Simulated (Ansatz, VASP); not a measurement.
**SrLi2SnS4: VASP beside Ansatz**

```
Li Sr Sn S
1.0
    -3.32950    3.32950    3.95900
     3.32950   -3.32950    3.95900
     3.32950    3.32950   -3.95900
Li Sr Sn S
2 1 1 4
Direct
  0.25000 0.75000 0.50000
  0.75000 0.25000 0.50000
  0.50000 0.50000 0.00000
  0.00000 0.00000 0.00000
  0.03526 0.03526 0.41320
  0.96474 0.37794 0.00000
  0.62206 0.62206 0.58680
  0.37794 0.96474 0.00000
```

Alike in both runs: task single point; functional LDA; k mesh 6 × 6 × 6; occupations gaussian, width 0.05 eV; no spin polarisation.

|  | VASP | Ansatz |
| --- | --- | --- |
| version | VASP 6.6.1 | Ansatz 0.2.0 |
| potentials or method | VASP PAW LDA potentials, release 64 (Li_sv, Sr_sv, Sn_d, S), cutoff 520 eV | scalar-relativistic, plane waves, PAW |
| valence electrons in the cell | 54 | 54 |

|  | VASP | Ansatz | Ansatz less VASP |
| --- | --- | --- | --- |
| gap on the k mesh at the Fermi level (eV) | 2.48 | 2.46 | -0.025 |
| rms of the force components (eV/Å) | 0.121 | 0.128 | +0.0069 |

LDA's correlation is that of Perdew and Zunger in VASP and of Perdew and Wang (1992) in Ansatz. Atom by atom the forces differ by 0.007 eV/Å (rms over components).

Noted on VASP's run: the cutoff is short for stress, so the pressure is rough.
